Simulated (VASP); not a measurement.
# Tl in VASP: settings compared

Aim: see how the results for Tl move with the level of theory and the settings. Levels: PBE, BLYP. Tasks: single point, relaxation of cell and atoms.

All numbers are computed with VASP 6.6.1; they aren't measurements. Logs are shortened: lines on timing, memory, paths and dates and some standing lists are left out, and cuts for length are marked.

## Step 1: The cell of the first run

The typed cell holds 1 atom: a = 3.525 Å, b = 3.520 Å, c = 3.480 Å, α = 59.21°, β = 59.20°, γ = 59.33°.

## Step 2: Single point, PBE (the cell strained at random)

The input, INCAR:

```
ALGO     = Normal         # electronic algorithm
EDIFF    = 1E-7           # SCF threshold, eV
ENCUT    = 520            # plane-wave cutoff, eV
GGA      = PE             # functional
ISIF     = 2              # what is computed and relaxed
ISMEAR   = -1             # smearing method
LASPH    = True           # aspherical terms in the spheres
LCHARG   = False          # write CHGCAR
LREAL    = False          # projectors in reciprocal space
LWAVE    = False          # write WAVECAR
NBANDS   = 12             # bands
NELM     = 60             # most SCF steps
PREC     = Accurate       # precision mode
SIGMA    = 0.05           # smearing width, eV
```

The input, KPOINTS:

```
k-points
0
Gamma
  9 9 9
```

The input, POSCAR:

```
Tl
1.0
    0.0184790000      2.4880680000      2.4975290000
    2.4826490000      0.0212950000      2.4947130000
    2.4590210000      2.4616240000      0.0449220000
Tl
1
Direct
    0.0003480000     -0.0007130000     -0.0011960000
```

Potentials or basis: VASP PAW PBE potentials, release 64 (Tl_d).

Launch:

```console
$ cat potpaw_PBE.64/Tl_d/POTCAR > POTCAR
$ mpirun -np 1 vasp_std > vasp.out
```

OUTCAR:

```text
EDIFF = 1E-7
   ENCUT = 520
   GGA = PE
   ISIF = 2
   ISMEAR = -1
   LASPH = True
   LREAL = False
   NELM = 60
   PREC = Accurate

 ion  position               nearest neighbor table
   1  0.000  0.999  0.999-

  LATTYP: Found a triclinic cell.
 ALAT       =     3.4579242118
 B/A-ratio  =     1.0083230986
 C/A-ratio  =     1.0063008029
 COS(alpha) =     0.0010672243
 COS(beta)  =     0.4852675937
 COS(gamma) =     0.5035400814

  Lattice vectors:

 A1 = (  -0.0236280000,   2.4403290000,  -2.4497910000)
 A2 = (  -2.4641700000,   2.4667730000,   0.0028160000)
 A3 = (   2.4590210000,   2.4616240000,   0.0449220000)

Analysis of symmetry for initial positions (statically):
=====================================================================
 Subroutine PRICEL returns:
 Original cell was already a primitive cell.

 Routine SETGRP: Setting up the symmetry group for a
 triclinic supercell.

 Subroutine GETGRP returns: Found  2 space group operations
 (whereof  1 operations were pure point group operations)
 out of a pool of  2 trial point group operations.

The static configuration has the point symmetry C_1 .
 The point group associated with its full space group is S_2 .

Analysis of symmetry for dynamics (positions and initial velocities):
=====================================================================
 Subroutine PRICEL returns:
 Original cell was already a primitive cell.

 Routine SETGRP: Setting up the symmetry group for a
 triclinic supercell.

 Subroutine GETGRP returns: Found  2 space group operations
 (whereof  1 operations were pure point group operations)
 out of a pool of  2 trial point group operations.

The dynamic configuration has the point symmetry C_1 .
 The point group associated with its full space group is S_2 .

 Subroutine INISYM returns: Found  2 space group operations
 (whereof  1 operations are pure point group operations),
 and found     1 'primitive' translations

----------------------------------------------------------------------------------------

                                     Primitive cell

  volume of cell :      30.0047

  direct lattice vectors                    reciprocal lattice vectors
     0.018479000  2.488068000  2.497529000    -0.204637410  0.200735935  0.201934327
     2.482649000  0.021295000  2.494713000     0.201175274 -0.204655986  0.202392242
     2.459021000  2.461624000  0.044922000     0.205095403  0.205113979 -0.205854460

  length of vectors
     3.525404225  3.519601183  3.479711911     0.350640639  0.351166888  0.355685152

  position of ions in fractional coordinates (direct lattice)
[... 81 lines left out ...]
   IBRION =     -1    ionic relax: 0-MD 1-quasi-New 2-CG
   NFREE  =      0    steps in history (QN), initial steepest desc. (CG)
   ISIF   =      2    stress and relaxation
   ISYM   =      2    0-nonsym 1-usesym 2-fastsym
   POTIM  = 0.5000    time-step for ionic-motion
   TEBEG  =    0.0;   TEEND  =   0.0 temperature during run
   PSTRESS=    0.0 pullay stress
   NELECT =      13.0000    total number of electrons
   NUPDOWN=      -1.0000    fix difference up-down
   EMIN   =  10.00;   EMAX   =-10.00  energy-range for DOS
   EFERMI =   0.00;   METHOD = LEGACY
   ISMEAR =    -1;   SIGMA  =   0.05  broadening in eV -4-tet -1-fermi 0-gaus
   EFERMI_NEDOS =   21; number of points for ismear=-14 and -15
   IALGO  =     38    algorithm
   IMIX   =      4    mixing-type and parameters
     AMIX     =   0.40;   BMIX     =  1.00
     AMIX_MAG =   1.60;   BMIX_MAG =  1.00
  volume/ion in A,a.u.               =      30.00       202.48
  Fermi-wavevector in a.u.,A,eV,Ry     =   1.238776  2.340947 20.879034  1.534566
  Thomas-Fermi vector in A             =   2.373287
   LORBIT       =      0    0 simple, 1 ext, 2 COOP (PROOUT), +10 PAW based schemes
   GGA     = PE    functional components
   LHFCALC =     F    Hartree Fock is set to
   AEXX    =    0.0000 exact exchange contribution
   IVDW    =     0    specifies the selected vdW correction
   LEPSILON=     F    determine dielectric tensor
   LRPA    =     F    only Hartree local field effects (RPA)
 non-spin polarized calculation
  energy-cutoff  :      520.00
  volume of cell :       30.00
 maximum number of plane-waves:       833
 NGX is ok and might be reduce to    28
   NGX = 13   NGY = 13   NGZ = 13

 number of electron      13.0000000 magnetization

 Free energy of the ion-electron system (eV)
  ---------------------------------------------------
  ext. energy  EPLUGINS =         0.00000000
  ---------------------------------------------------
  free energy    TOTEN  =        -2.20594601 eV

  energy without entropy =       -2.20000927  energy(sigma->0) =       -2.20297764

 E-fermi :   6.0522     XC(G=0):  -9.9519

 val. band max:        6.0491333601   @ k =  -0.2222  -0.4444   0.2222
 cond. band min:       6.0532811038   @ k =  -0.4444  -0.2222   0.2222
 fundamental gap:      0.0041477437
 Fermi energy:         6.0522429835

 k-point     1 :       0.0000    0.0000    0.0000
  band No.  band energies     occupation
      1      -5.4923      2.00000
      2      -5.4700      2.00000
      3      -5.4451      2.00000
      4      -5.2266      2.00000
      5      -5.2188      2.00000
      6      -3.6436      2.00000
      7      15.6222      0.00000
      8      15.9267      0.00000
      9      16.2360      0.00000
     10      17.0637      0.00000
     11      19.7092      0.00000
     12      20.5053      0.00000
[... 331 lines left out ...]
 k-point    24 :       0.0000    0.3333    0.0000
  band No.  band energies     occupation
      1      -5.5832      2.00000
      2      -5.4535      2.00000
      3      -5.4019      2.00000
      4      -5.1059      2.00000
      5      -5.0829      2.00000
      6      -1.2932      2.00000
      7       6.5530      0.00009
      8      14.2907      0.00000
      9      14.5393      0.00000
     10      16.5886      0.00000
     11      18.5405      0.00000
     12      19.5744      0.00000

 [... further k-points ...]
[... 5 lines left out ...]
  --------------------------------------------------------------------------------------
  -------------------------------------------------------------------------------------
  Total        0.2179496      0.2166585      0.2095022     -0.0017474     -0.0389851     -0.0357581
  in kB       11.6379644     11.5690224     11.1868971     -0.0933076     -2.0817093     -1.9093930
  external PRESSURE =      11.4646280 kB  Pullay stress =       0.0000000 kB

 VOLUME and BASIS-vectors are now :
 -----------------------------------------------------------------------------
  energy-cutoff  :      520.00
  volume of cell :       30.00
      direct lattice vectors                 reciprocal lattice vectors
     0.018479000  2.488068000  2.497529000    -0.204637410  0.200735935  0.201934327
     2.482649000  0.021295000  2.494713000     0.201175274 -0.204655986  0.202392242
     2.459021000  2.461624000  0.044922000     0.205095403  0.205113979 -0.205854460

 POSITION                                       TOTAL-FORCE (eV/Angst)
 -----------------------------------------------------------------------------------
      4.93697      2.48083      2.53867         0.000000      0.000000     -0.000000
 -----------------------------------------------------------------------------------
    total drift:                               -0.000001     -0.000004      0.000002

  FREE ENERGIE OF THE ION-ELECTRON SYSTEM (eV)
  ---------------------------------------------------
  free  energy   TOTEN  =        -2.2059460072 eV

  energy  without entropy=       -2.2000092701  energy(sigma->0) =       -2.20297764
```

OSZICAR:

```text
N       E                     dE             d eps       ncg     rms          rms(c)
DAV:   1     0.497843800649E+02    0.49784E+02   -0.66809E+03  9376   0.935E+02
DAV:   2    -0.165739052484E+01   -0.51442E+02   -0.50456E+02  9852   0.210E+02
DAV:   3    -0.222685190997E+01   -0.56946E+00   -0.56880E+00 10532   0.201E+01
DAV:   4    -0.222951229230E+01   -0.26604E-02   -0.26602E-02 10324   0.159E+00
DAV:   5    -0.222954485617E+01   -0.32564E-04   -0.32564E-04 10552   0.171E-01    0.187E+00
DAV:   6    -0.220941125188E+01    0.20134E-01   -0.32832E-02 10296   0.169E+00    0.134E+00
DAV:   7    -0.220608210735E+01    0.33291E-02   -0.11123E-02 10260   0.976E-01    0.571E-01
DAV:   8    -0.220593984993E+01    0.14226E-03   -0.46656E-04 10328   0.204E-01    0.315E-02
DAV:   9    -0.220594339513E+01   -0.35452E-05   -0.55451E-06 10256   0.230E-02    0.113E-02
DAV:  10    -0.220594602024E+01   -0.26251E-05   -0.21015E-06 10336   0.136E-02    0.980E-04
DAV:  11    -0.220594600721E+01    0.13031E-07   -0.48345E-08  6808   0.158E-03
   1 F= -.22059460E+01 E0= -.22029776E+01  d E =-.593674E-02
```

stdout:

```text
POSCAR found type information on POSCAR Tl
 POSCAR found :  1 types and       1 ions
 scaLAPACK will be used
 LDA part: xc-table for (Slater+PW92), standard interpolation
 POSCAR, INCAR and KPOINTS ok, starting setup
 FFT: planning ... GRIDC
 FFT: planning ... GRID_SOFT
 FFT: planning ... GRID
 WAVECAR not read
 entering main loop
```

Run time: 3.2 min. Hardware: 1 thread of Intel Xeon Platinum 8175M at 2.50GHz (Skylake/Cascade Lake), shared host; peak memory 0.26 GiB.

Results:

| Item | Value |
| --- | --- |
| Free energy | -2.2059 eV |
| Pressure | 1.1 GPa |

Caveat: the cell differs from its parent crystal (the cell strained at random); spin-orbit coupling is left out, which moves the levels of the heavy elements.

## Step 3: Single point, BLYP, non-collinear spin, typed start

This run uses another cell than the first one, of 35.61 Å³/atom, 1.187 times its volume.

The input, INCAR:

```
SYSTEM = Tl
PREC = Accurate ; ENCUT = 520
EDIFF = 1E-6 ; ISMEAR = 1
SIGMA = 0.05 ; LREAL = .False.
LASPH = .True. ; NELM = 150
ALGO = Normal ; ISIF = 2
LWAVE = .False. ; LCHARG = .False.
LNONCOLLINEAR = .True. ; MAGMOM = -0.166 -0.065 -0.025
LORBIT = 11 ; GGA = B5
ALDAX = 1.0 ; AGGAX = 1.0
AGGAC = 1.0 ; ALDAC = 0.0
NBANDS = 24
```

The input, KPOINTS:

```
Automatic mesh
0
Gamma
  7 7 7
  0 0 0
```

The input, POSCAR:

```
Tl
1.0
    0.0000000000      2.6112972016      2.6112972016
    2.6112972016      0.0000000000      2.6112972016
    2.6112972016      2.6112972016      0.0000000000
Tl
1
Direct
    0.0000000000      0.0000000000      0.0000000000
```

Potentials or basis: VASP PAW PBE potentials, release 64 (Tl_d).

Launch:

```console
$ cat potpaw_PBE.64/Tl_d/POTCAR > POTCAR
$ mpirun -np 1 vasp_ncl > vasp.out
```

Wall time 2.9 min (1 thread of Intel Xeon 6975P-C (Granite Rapids), shared host); peak memory 0.38 GiB.

The run converged. Its results:

- Free energy: -1.6995 eV
- Pressure: 0.0 GPa
- Band gap on the k mesh: zero (band 13 reaches 13.25 eV, above the bottom of band 14 at 3.41 eV)
- Net moment: 0.00 μB per cell
- Valence electrons inside the program's atomic spheres: Tl 11.17

Levels at points of the mesh, in eV from the Fermi level:
```csv
k point,band 9,band 10,band 11,band 12,band 13,band 14,band 15,band 16
"(0.00, 0.00, 0.00)",-11.50,-11.50,-9.00,-9.00,8.04,8.04,8.04,8.04
```

Moments on the atoms (μB; x, y, z):
```
Tl  0.00 0.00 0.00
```

Caveat: the PAW data sets were made with another functional, which shifts forces and pressure a little; spin-orbit coupling is left out, which moves the levels of the heavy elements.

## Step 4: Relaxation of cell and atoms, BLYP, non-collinear spin, typed start

The input, INCAR:

```
PREC = Accurate ; ENCUT = 600
EDIFF = 1E-6 ; ISMEAR = 1
SIGMA = 0.05 ; LREAL = F
LASPH = T ; NELM = 150
ALGO = Normal ; ISIF = 3
LWAVE = F ; LCHARG = F
LNONCOLLINEAR = T ; MAGMOM = -0.166 -0.065 -0.025
LORBIT = 11 ; GGA = B5
ALDAX = 1.0 ; AGGAX = 1.0
AGGAC = 1.0 ; ALDAC = 0.0
IBRION = 2 ; NSW = 80
EDIFFG = -0.01
```

The input, KPOINTS:

```
Automatic mesh
0
Gamma
  7 7 7
```

The input, POSCAR:

```
Tl
1.0
    0.0000000000      2.4663412330      2.4663412330
    2.4663412330      0.0000000000      2.4663412330
    2.4663412330      2.4663412330      0.0000000000
Tl
1
Direct
    0.0000000000      0.0000000000      0.0000000000
```

Launch:

```console
$ cat potpaw_PBE.64/Tl_d/POTCAR > POTCAR
$ mpirun -np 1 vasp_ncl > vasp.out
```

Wall time 4.5 min (1 thread of Intel Xeon 6975P-C (Granite Rapids), shared host); peak memory 0.37 GiB.

The run converged. Its results:

```
Free energy                                           : -1.6977 eV
Relaxed volume                                        : 35.63 Å³/atom
Relaxed cell                                          : a = 3.694 Å, b = 3.694 Å, c = 3.694 Å, α = 60.00°, β = 60.00°, γ = 60.00°
Space group after relaxing (to 0.05 Å)                : Fm-3m (No. 225)
Energy gained by relaxing                             : 75.4 meV/atom
Ionic steps                                           : 3
Pressure after relaxing                               : 0.0 GPa
Band gap on the k mesh                                : zero (band 13 reaches 13.24 eV, above the bottom of band 14 at 3.41 eV)
Net moment                                            : 0.00 μB per cell
Valence electrons inside the program's atomic spheres : Tl 11.17
```

Step by step:
```tsv
step	energy change (eV)	largest force (eV/Å)	pressure (GPa)	volume (Å³)
1	0.0000	0.0000	5.16	30.00
2	-0.0728	0.0000	0.68	34.40
3	-0.0754	0.0000	-0.03	35.63
```

Final structure:
```xyz
1
Lattice="0.0000 2.6117 2.6117 2.6117 0.0000 2.6117 2.6117 2.6117 0.0000" Properties=species:S:1:pos:R:3 pbc="T T T"
Tl    0.0000    0.0000    0.0000
```

Levels at points of the mesh, in eV from the Fermi level:
| k point | band 9 | band 10 | band 11 | band 12 | band 13 | band 14 | band 15 | band 16 |
| --- | --- | --- | --- | --- | --- | --- | --- | --- |
| (0.00, 0.00, 0.00) | -11.50 | -11.50 | -9.00 | -9.00 | 8.04 | 8.04 | 8.04 | 8.04 |

Moments on the atoms (μB; x, y, z):
```
Tl  0.00 0.00 0.00
```

Caveat: the volume moved by over 15 % at a fixed basis, so the end points are rough; the PAW data sets were made with another functional, which shifts forces and pressure a little; spin-orbit coupling is left out, which moves the levels of the heavy elements.

## Step 5: Summary

```tsv
task	level	spin	cell	k mesh	cutoff (eV)	smearing	gap on the mesh (eV)	pressure (GPa)	moment (μB)
single point	PBE	off	a = 3.525, b = 3.520, c = 3.480 Å, angles 59.2, 59.2, 59.3°, 1 atom	9 × 9 × 9	520	fermi-dirac 0.05 eV	none	1.1	-
single point	BLYP	non-collinear, typed start	a = 3.693 Å, angles 60.0°, 1 atom	7 × 7 × 7	520	methfessel-paxton 0.05 eV	none	0.0	0.00
relaxation of cell and atoms	BLYP	non-collinear, typed start	relaxed from a = 3.488 Å, angles 60.0°, 1 atom	7 × 7 × 7	600	methfessel-paxton 0.05 eV	none	0.0	0.00
```

Alike in all rows: potentials or basis VASP PAW PBE potentials, release 64 (Tl_d).

Caveats: spin-orbit coupling is left out, which moves the levels of the heavy elements; the PAW data sets were made with another functional, which shifts forces and pressure a little (some runs); the volume moved by over 15 % at a fixed basis, so the end points are rough (some runs).

Absolute energies hang on the potentials; compare differences alone.
